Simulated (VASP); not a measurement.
The system is NaCl.

```
Na Cl
1.0
     3.44389    0.00000    0.00000
    -1.72195    2.98250    0.00000
     0.00000    0.00000    8.61368
Na Cl
2 2
Direct
  0.66667 0.33333 0.85288
  0.33333 0.66667 0.14712
  0.00000 0.00000 0.67240
  0.00000 0.00000 0.32760
```

* Program: VASP 6.6.1
* Task: relaxation of cell and atoms
* Functional: PBE
* Dispersion: D3(BJ)
* Potentials or basis: VASP PAW PBE potentials, release 64 (Na_sv, Cl)
* Cutoff: 970 eV
* k mesh: 6 × 6 × 2
* Occupations: gaussian, width 0.1 eV
* Spin: no spin polarisation

At the start: pressure 5.9 GPa; volume 22.12 Å³/atom.

**Question.** How do energy, volume and symmetry change on relaxing?

**Answer.** Over 23 steps the energy falls by 727.8 meV/atom and the volume is 31.84 Å³/atom (+43.9 %); space group P-3m1 (No. 164, to 0.1 Å) before and after.

The path:
```tsv
step	energy change (eV)	largest force (eV/Å)	pressure (GPa)	volume (Å³)
1	0.0000	0.9282	5.90	88.47
2	-0.7951	1.3792	2.69	99.13
3	-1.8377	1.4552	-3.16	133.70
4	-2.3372	0.9537	-3.51	132.95
5	-2.4777	0.6202	-4.30	131.91
6	-2.5230	0.1022	6.18	104.91
7	-2.8085	0.2702	0.45	117.46
8	-2.8088	0.2592	0.61	117.06
9	-2.8328	0.1930	0.52	118.25
10	-2.8778	0.1229	0.20	121.87
11	-2.8628	0.2136	-0.80	129.31
12	-2.8885	0.0870	-0.11	124.65
13	-2.8901	0.0699	0.58	124.09
14	-2.8913	0.0719	0.31	124.31
15	-2.8951	0.0638	0.20	125.50
16	-2.8997	0.0467	-0.03	128.16
17	-2.9001	0.0416	-0.12	129.18
18	-2.9017	0.0395	-0.02	128.76
19	-2.9041	0.0364	0.27	127.57
20	-2.9046	0.0361	0.26	127.56
21	-2.9059	0.0345	0.21	127.53
22	-2.9081	0.0315	0.12	127.47
23	-2.9111	0.0246	-0.07	127.34
```

Final structure:
```
Na Cl
1.0
     4.36588    0.00000    0.00000
    -2.18294    3.78096    0.00000
     0.00000    0.00000    7.71449
Na Cl
2 2
Direct
  0.66667 0.33333 0.75403
  0.33333 0.66667 0.24597
  0.00000 0.00000 0.75383
  0.00000 0.00000 0.24617
```

Caveat: the volume moved by over 15 % at a fixed basis, so the end points are rough.
